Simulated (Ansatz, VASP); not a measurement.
## Two plane-wave programs on Hf3BeCl3

```xyz
7
Lattice="5.1043 0.0000 0.0000 0.0000 5.1043 0.0000 0.0000 0.0000 5.1043" Properties=species:S:1:pos:R:3 pbc="T T T"
Hf    2.5521    2.5521    0.0000
Hf    0.0000    2.5521    2.5521
Hf    2.5521    0.0000    2.5521
Be    2.5521    2.5521    2.5521
Cl    2.5521    0.0000    0.0000
Cl    0.0000    2.5521    0.0000
Cl    0.0000    0.0000    2.5521
```

Change from the starting cell: species swapped into the La3GaBr3 type (Pm-3m, No. 221).

Alike in both runs: functional PBE; k mesh 8 × 8 × 8; occupations gaussian, width 0.1 eV; no spin polarisation.

Ansatz relaxed the structure, and its values are those at the end. VASP's run is a single point on that final structure, the one shown.

|  | VASP | Ansatz |
| --- | --- | --- |
| version | VASP 6.6.1 | Ansatz 0.2.0 |
| potentials or method | VASP PAW PBE potentials, release 64 (Hf_pv, Be, Cl), cutoff 520 eV | scalar-relativistic, plane waves, PAW |
| valence electrons in the cell | 53 | 101 |

```tsv
	VASP	Ansatz	Ansatz less VASP
gap on the k mesh at the Fermi level (eV)	none	none	-
pressure (GPa)	-0.5	0.0	+0.47
```

A gap of «none» marks a metal or a gap that the smearing closes. VASP's potentials hold 53 valence electrons a cell and Ansatz's 101, so a difference there can come from the potentials and not from the codes.

Neither program's run includes spin-orbit coupling.
